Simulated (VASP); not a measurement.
# AgAu2 (Pnnm) in VASP: further runs, part 2 of 2

VASP 6.6.1. The steps go on from the part before.

## (3) Relaxation of cell and atoms, PBE

Input file INCAR:

```
SYSTEM = AgAu2
PREC = Accurate
ENCUT = 600
EDIFF = 1E-6
ISMEAR = 0
SIGMA = 0.1
LREAL = .False.
LASPH = .True.
NELM = 60
ALGO = Fast
ISIF = 3
LWAVE = .False.
LCHARG = .False.
GGA = PE
IBRION = 2
NSW = 90
EDIFFG = -0.04
```

Input file KPOINTS:

```
Automatic mesh
0
Gamma
  4 4 6
  0 0 0
```

Input file POSCAR:

```
AgAu2
1.0
    4.8015751195      0.0000000000      0.0000000000
    0.0000000000      5.8602853785      0.0000000000
    0.0000000000      0.0000000000      3.6583841031
Ag Au
2 4
Direct
    0.0000000000      0.0000000000      0.0000000000
    0.5000000000      0.5000000000      0.5000000000
    0.2004000000      0.3787000000      0.0000000000
    0.7996000000      0.6213000000      0.0000000000
    0.7004000000      0.1213000000      0.5000000000
    0.2996000000      0.8787000000      0.5000000000
```

Potentials or basis: VASP PAW PBE potentials, release 64 (Ag, Au).

The run is started by

```sh
$ cat potpaw_PBE.64/Ag/POTCAR potpaw_PBE.64/Au/POTCAR > POTCAR
$ mpirun -np 1 vasp_std > vasp.out
```

OUTCAR:

```text
SYSTEM = AgAu2
   PREC = Accurate
   ENCUT = 600
   EDIFF = 1E-6
   ISMEAR = 0
   LREAL = .False.
   LASPH = .True.
   NELM = 60
   ISIF = 3
   GGA = PE
   IBRION = 2
   NSW = 90
   EDIFFG = -0.04

 ion  position               nearest neighbor table
   1  0.000  0.000  0.000-   3 2.42   4 2.42   5 2.43   6 2.43   5 2.43   6 2.43
   2  0.500  0.500  0.500-   5 2.42   6 2.42   3 2.43   4 2.43   3 2.43   4 2.43
   3  0.200  0.379  0.000-   4 2.39   1 2.42   2 2.43   2 2.43   4 3.21   5 3.37   5 3.37   5 3.37
                             5 3.37   6 3.49   6 3.49   6 3.49   6 3.49
   4  0.800  0.621  0.000-   3 2.39   1 2.42   2 2.43   2 2.43   3 3.21   6 3.37   6 3.37   6 3.37
                             6 3.37   5 3.49   5 3.49   5 3.49   5 3.49
   5  0.700  0.121  0.500-   6 2.39   2 2.42   1 2.43   1 2.43   6 3.21   3 3.37   3 3.37   3 3.37
                             3 3.37   4 3.49   4 3.49   4 3.49   4 3.49
   6  0.300  0.879  0.500-   5 2.39   2 2.42   1 2.43   1 2.43   5 3.21   4 3.37   4 3.37   4 3.37
                             4 3.37   3 3.49   3 3.49   3 3.49   3 3.49

  LATTYP: Found a simple orthorhombic cell.
 ALAT       =     3.6583841031
 B/A-ratio  =     1.3124852351
 C/A-ratio  =     1.6018781006

  Lattice vectors:

 A1 = (   0.0000000000,   0.0000000000,   3.6583841031)
 A2 = (   4.8015751195,   0.0000000000,   0.0000000000)
 A3 = (   0.0000000000,   5.8602853785,   0.0000000000)

Analysis of symmetry for initial positions (statically):
=====================================================================
 Subroutine PRICEL returns:
 Original cell was already a primitive cell.

 Routine SETGRP: Setting up the symmetry group for a
 simple orthorhombic supercell.

 Subroutine GETGRP returns: Found  8 space group operations
 (whereof  4 operations were pure point group operations)
 out of a pool of  8 trial point group operations.

The static configuration has the point symmetry C_2h.
 The point group associated with its full space group is D_2h.

Analysis of symmetry for dynamics (positions and initial velocities):
=====================================================================
 Subroutine PRICEL returns:
 Original cell was already a primitive cell.

 Routine SETGRP: Setting up the symmetry group for a
 simple orthorhombic supercell.

 Subroutine GETGRP returns: Found  8 space group operations
[... 133 lines left out ...]
  volume/ion in A,a.u.               =      17.16       115.78
  Fermi-wavevector in a.u.,A,eV,Ry     =   1.411645  2.667623 27.112902  1.992742
  Thomas-Fermi vector in A             =   2.533475
   LORBIT       =      0    0 simple, 1 ext, 2 COOP (PROOUT), +10 PAW based schemes
   GGA     = PE    functional components
   LHFCALC =     F    Hartree Fock is set to
   AEXX    =    0.0000 exact exchange contribution
   IVDW    =     0    specifies the selected vdW correction
   LEPSILON=     F    determine dielectric tensor
   LRPA    =     F    only Hartree local field effects (RPA)
 conjugate gradient relaxation of ions
 non-spin polarized calculation
 RMM-DIIS sequential band-by-band and
 Gauss-broadening in eV      SIGMA  =   0.10
  energy-cutoff  :      600.00
  volume of cell :      102.94
 maximum number of plane-waves:      3450
 NGX is ok and might be reduce to    40
   NGX = 19   NGY = 23   NGZ = 15

--------------------------------------- Ionic step        1  -------------------------------------------

 number of electron      66.0000007 magnetization

 Free energy of the ion-electron system (eV)
  ---------------------------------------------------
  ext. energy  EPLUGINS =         0.00000000
  ---------------------------------------------------
  free energy    TOTEN  =       -11.18285777 eV

  energy without entropy =      -11.16852789  energy(sigma->0) =      -11.17569283

------------------------ aborting loop because EDIFF is reached ----------------------------------------

  FORCE on cell =-STRESS in cart. coord.  units (eV):
  Direction    XX          YY          ZZ          XY          YZ          ZX
  --------------------------------------------------------------------------------------
  -------------------------------------------------------------------------------------
  Total       34.0910583     34.9160383     29.8498333      0.0000000      0.0000000      0.0000000
  in kB      530.5902580    543.4301746    464.5802017      0.0000000      0.0000000      0.0000000
  external PRESSURE =     512.8668781 kB  Pullay stress =       0.0000000 kB
[... 3153 lines left out ...]
     38      14.0156      0.00000
     39      15.0884      0.00000

 [... further k-points ...]

[... ionic steps 4 to 67 ...]

--------------------------------------- Ionic step       68  -------------------------------------------

 number of electron      66.0000006 magnetization

------------------------ aborting loop because EDIFF is reached ----------------------------------------
[... 75 lines left out ...]
--------------------------------------- Ionic step       70  -------------------------------------------

 number of electron      66.0000029 magnetization

 Free energy of the ion-electron system (eV)
  ---------------------------------------------------
  ext. energy  EPLUGINS =         0.00000000
  ---------------------------------------------------
  free energy    TOTEN  =       -18.25720658 eV

  energy without entropy =      -18.24341791  energy(sigma->0) =      -18.25031224

 E-fermi :   8.6412     XC(G=0): -12.2506

 val. band max:        8.5858705662   @ k =   0.2500   0.2500   0.3333
 cond. band min:       8.6483441008   @ k =   0.5000   0.2500   0.3333
 fundamental gap:      0.0624735346
 Fermi energy:         8.6412011519
[... 1041 lines left out ...]
  FREE ENERGIE OF THE ION-ELECTRON SYSTEM (eV)
  ---------------------------------------------------
  free  energy   TOTEN  =       -18.2572065795 eV

  energy  without entropy=      -18.2434179103  energy(sigma->0) =      -18.25031224

 reached required accuracy - stopping structural energy minimisation
```

OSZICAR:

```text
N       E                     dE             d eps       ncg     rms          rms(c)
DAV:   1     0.519121846235E+03    0.51912E+03   -0.37579E+04  2808   0.186E+03
DAV:   2     0.345343425257E+01   -0.51567E+03   -0.49254E+03  3025   0.402E+02
[... 664 lines left out ...]
RMM:   8    -0.181539530974E+02   -0.38670E-07   -0.21003E-06  1598   0.770E-03
  58 F= -.18153953E+02 E0= -.18146988E+02  d E =-.628525E-02
       N       E                     dE             d eps       ncg     rms          rms(c)
DAV:   1    -0.181532518546E+02    0.70120E-03   -0.61928E+01  2808   0.338E+01    0.114E+00
RMM:   2    -0.181670605707E+02   -0.13809E-01   -0.53146E-01  2808   0.461E+00    0.469E-01
RMM:   3    -0.181711008368E+02   -0.40403E-02   -0.75031E-02  2810   0.162E+00    0.302E-01
RMM:   4    -0.181699939011E+02    0.11069E-02   -0.10113E-02  2808   0.576E-01    0.110E-01
RMM:   5    -0.181699730695E+02    0.20832E-04
```

Wall time 57 min (1 thread of Intel Xeon 6975P-C (Granite Rapids), shared host); peak memory 0.35 GiB.

Results:

* Free energy: -18.2572 eV
* Relaxed volume: 17.92 Å³/atom
* Relaxed cell: a = 2.763 Å, b = 8.656 Å, c = 4.495 Å, α = 90.00°, β = 90.00°, γ = 90.00°
* Space group after relaxing (to 0.1 Å): Immm (No. 71)
* Pressure after relaxing: 0.0 GPa
* Largest force after relaxing: 0.015 eV/Å
* Band gap on the k mesh: zero (bands 33 and 34 overlap by 5.22 eV)

Forces on the atoms (eV/Å):
```
Ag   0.000  0.000  0.000
Ag   0.000  0.000  0.000
Au  -0.014 -0.006  0.000
Au   0.014  0.006  0.000
Au  -0.014  0.006  0.000
Au   0.014 -0.006  0.000
```

Stress tensor (GPa, compression positive):
```
-0.04  0.00  0.00
 0.00  0.11  0.00
 0.00  0.00 -0.13
```

Final structure:
```cif
data_structure
_symmetry_space_group_name_H-M 'P 1'
_symmetry_Int_Tables_number 1
_cell_length_a 2.7629
_cell_length_b 8.6560
_cell_length_c 4.4951
_cell_angle_alpha 90.000
_cell_angle_beta 90.000
_cell_angle_gamma 90.000
_cell_volume 107.50
loop_
_atom_site_label
_atom_site_type_symbol
_atom_site_fract_x
_atom_site_fract_y
_atom_site_fract_z
_atom_site_occupancy
Ag1 Ag 0.00000 0.00000 0.00000 1
Ag2 Ag 0.50000 0.50000 0.50000 1
Au1 Au 0.00924 0.33327 0.00000 1
Au2 Au 0.99076 0.66673 0.00000 1
Au3 Au 0.50924 0.16673 0.50000 1
Au4 Au 0.49076 0.83327 0.50000 1
```

Caveat: a cell axis changed by over 15 % at a fixed basis, so the end point is rough; spin-orbit coupling is left out, which moves the levels of the heavy elements.
